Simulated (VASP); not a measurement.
Wanted: the native input for a VASP 6.6.1 run.

| Item | Value |
| --- | --- |
| Task | single point |
| Functional | PBE |
| Potentials or basis | VASP PAW PBE potentials, release 64 (Ir) |
| Cutoff | 520 eV |
| k mesh | 12 × 12 × 12 |
| Occupations | fermi-dirac, width 0.05 eV |
| Spin | no spin polarisation |
| Dipole correction | no |
| Further INCAR settings | ALGO = Fast; EDIFF = 1e-06; NBANDS = 10 |

The structure of Ir lies in POSCAR:

```
Ir
1.0
    0.0000000000      1.9156000000      1.9156000000
    1.9922240000      0.0000000000      1.9156000000
    1.9922240000      1.9156000000      0.0000000000
Ir
1
Direct
    0.0000000000      0.0000000000      0.0000000000
```

These files were run (other wordings do the same):

INCAR

```
SYSTEM = Ir
PREC = Accurate ; ENCUT = 520
EDIFF = 1E-6 ; ISMEAR = -1
SIGMA = 0.05 ; LREAL = .False.
LASPH = .True. ; NELM = 60
ALGO = Fast ; ISIF = 2
LWAVE = .False. ; LCHARG = .True.
GGA = PE ; LELF = .True.
LVHAR = .True. ; NBANDS = 10
```

KPOINTS

```
regular mesh
0
Gamma
  12 12 12
  0 0 0
```

Potentials or basis: VASP PAW PBE potentials, release 64 (Ir).

Launch:

```console
$ cat potpaw_PBE.64/Ir/POTCAR > POTCAR
$ mpirun -np 1 vasp_std > vasp.out
```

Results of the run:

```
Pressure : -2.5 GPa
```

Wall time 26 s on 1 thread of Intel(R) Xeon(R) Platinum 8259CL CPU @ 2.50GHz (Skylake/Cascade Lake), with other jobs on the host, peak memory 0.15 GiB.
